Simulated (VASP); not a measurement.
C: single point with PBEsol

The system is C.

```
C
1.0
     0.00000    1.57649    1.57649
     1.57649    0.00000    1.57649
     1.57649    1.57649    0.00000
C
1
Direct
  0.00000 0.00000 0.00000
```

This cell differs from its parent crystal: volume scaled by 1.12.

| Item | Value |
| --- | --- |
| Program | VASP 6.6.1 |
| Task | single point |
| Functional | PBEsol |
| Potentials or basis | VASP PAW PBE potentials, release 64 (C) |
| Cutoff | 520 eV |
| k mesh | 20 × 20 × 20 |
| Occupations | fermi-dirac, width 0.1 eV |
| Spin | no spin polarisation |

```
Pressure               : -16.0 GPa
Band gap on the k mesh : zero (band 2 reaches 14.17 eV, above the bottom of band 3 at 3.50 eV)
```

Levels at points of the mesh, in eV from the Fermi level:
| k point | band 1 | band 2 | band 3 | band 4 | band 5 | band 6 |
| --- | --- | --- | --- | --- | --- | --- |
| (0.00, 0.00, 0.00) | -17.86 | 7.52 | 7.52 | 7.52 | 28.92 | 29.04 |
| (0.50, 0.00, 0.00) | -9.16 | -8.01 | 5.93 | 5.93 | 23.40 | 26.58 |
| (0.50, 0.50, 0.00) | -6.23 | -5.55 | 2.21 | 2.21 | 14.17 | 15.95 |

Wall time 8.6 s on 1 thread of Intel Xeon 6975P-C, on a shared host, peak memory 0.12 GiB.

Caveat: the PAW data sets were made with another functional, which shifts forces and pressure a little.
